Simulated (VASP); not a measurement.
Write the native input for VASP 6.6.1 that does the following.

```yaml
Task: single point
Functional: r2SCAN
Potentials_or_basis: VASP PAW PBE potentials, release 64 (Hf_pv, N)
Cutoff: 520 eV
k_mesh: 8 × 8 × 4
Occupations: gaussian, width 0.025 eV
Spin: no spin polarisation
Dipole_correction: no
Further_INCAR_settings: ALGO = Normal; EDIFF = 1e-07; NBANDS = 23
```

HfN:

```
CELL_PARAMETERS angstrom
3.13391 0.00000 0.00000
-1.56695 2.71404 0.00000
0.00000 0.00000 5.41677
ATOMIC_POSITIONS crystal
Hf 0.66667 0.33333 0.75000
Hf 0.33333 0.66667 0.25000
N 0.00000 0.00000 0.00000
N 0.00000 0.00000 0.50000
```

One way to write it, as run:

POSCAR

```
HfN
1.0
    3.1339080000      0.0000000000      0.0000000000
   -1.5669540000      2.7140440000      0.0000000000
    0.0000000000      0.0000000000      5.4167680000
Hf N
2 2
Direct
    0.6666666667      0.3333333333      0.7500000000
    0.3333333333      0.6666666667      0.2500000000
    0.0000000000      0.0000000000      0.0000000000
    0.0000000000      0.0000000000      0.5000000000
```

INCAR.step1

```
SYSTEM = HfN
ALGO     = Normal         ! electronic algorithm
EDIFF    = 1E-4           ! SCF threshold, eV
ENCUT    = 520            ! plane-wave cutoff, eV
GGA      = PE             ! functional
ISMEAR   = 0              ! smearing method
LASPH    = .TRUE.         ! aspherical terms in the spheres
LCHARG   = .FALSE.        ! write CHGCAR
LREAL    = .FALSE.        ! projectors in reciprocal space
LWAVE    = .TRUE.         ! write WAVECAR
NBANDS   = 23             ! bands
NELM     = 60             ! most SCF steps
PREC     = Accurate       ! precision mode
SIGMA    = 0.025          ! smearing width, eV
```

INCAR.step2

```
SYSTEM = HfN
ALGO     = Normal         ! electronic algorithm
EDIFF    = 1E-7           ! SCF threshold, eV
ENCUT    = 520            ! plane-wave cutoff, eV
ISIF     = 2              ! what is computed and relaxed
ISMEAR   = 0              ! smearing method
ISTART   = 1            
LASPH    = .TRUE.         ! aspherical terms in the spheres
LCHARG   = .TRUE.         ! write CHGCAR
LELF     = .TRUE.         ! ELF
LMIXTAU  = .TRUE.       
LREAL    = .FALSE.        ! projectors in reciprocal space
LVHAR    = .TRUE.       
LWAVE    = .FALSE.        ! write WAVECAR
METAGGA  = R2SCAN         ! meta-GGA
NBANDS   = 23             ! bands
NELM     = 60             ! most SCF steps
PREC     = Accurate       ! precision mode
SIGMA    = 0.025          ! smearing width, eV
```

KPOINTS

```
k-points
0
G
  8 8 4
  0 0 0
```

Potentials or basis: VASP PAW PBE potentials, release 64 (Hf_pv, N).

Run with:

```console
$ cat potpaw_PBE.64/Hf_pv/POTCAR potpaw_PBE.64/N/POTCAR > POTCAR
$ cp INCAR.step1 INCAR
$ mpirun -np 1 vasp_std > vasp.out
$ cp INCAR.step2 INCAR
$ mpirun -np 1 vasp_std > vasp.out
```

Results of the run:

| Property | Result |
| --- | --- |
| Pressure | 0.1 GPa |
| Band gap on the k mesh | zero (band 15 reaches 9.94 eV, above the bottom of band 16 at 7.49 eV) |

Caveat: the PAW data sets were made with another functional, which shifts forces and pressure a little; spin-orbit coupling is left out, which moves the levels of the heavy elements.

It took 2.3 min on 1 thread of Intel(R) Xeon(R) Platinum 8259CL CPU @ 2.50GHz (Skylake/Cascade Lake), on a shared host, peak memory 0.18 GiB.
